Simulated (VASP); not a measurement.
SiO2, 6 atoms in the cell. It takes space group P4_2/mnm (No. 136, tetragonal). The conventional cell has a = 4.263 Å, b = 4.263 Å, c = 2.448 Å, α = 90.00°, β = 90.00°, γ = 90.00°. Within 2.3 Å of Si (site symmetry mmm) lie 6 O at 1.69 to 1.84 Å. Within 2.3 Å of O (site symmetry m2m) lie 3 Si at 1.69 to 1.84 Å.  This cell differs from its parent crystal: volume 7.413 Å^3 an atom, c/a of the conventional cell 0.5742.

- Program: VASP 6.6.1
- Task: single point
- Functional: LDA
- Potentials or basis: VASP PAW LDA potentials, release 64 (Si, O)
- Cutoff: 520 eV
- k mesh: 6 × 6 × 10
- Occupations: gaussian, width 0.05 eV
- Spin: no spin polarisation
- Dipole correction: no
- Further INCAR settings: ALGO = Normal; EDIFF = 1e-07; NBANDS = 25

Potentials or basis: VASP PAW LDA potentials, release 64 (Si, O).

Launch:

```console
$ cat potpaw_LDA.64/Si/POTCAR potpaw_LDA.64/O/POTCAR > POTCAR
$ mpirun -np 1 vasp_std > vasp.out
```

Hardware: 1 thread of AMD EPYC 7R13, on a shared host.

How long does it take, and how much memory?

Wall time 63 s on 1 thread of AMD EPYC 7R13, with other jobs on the host, peak memory 0.13 GiB. Counts: scf iterations 14, k points 60.
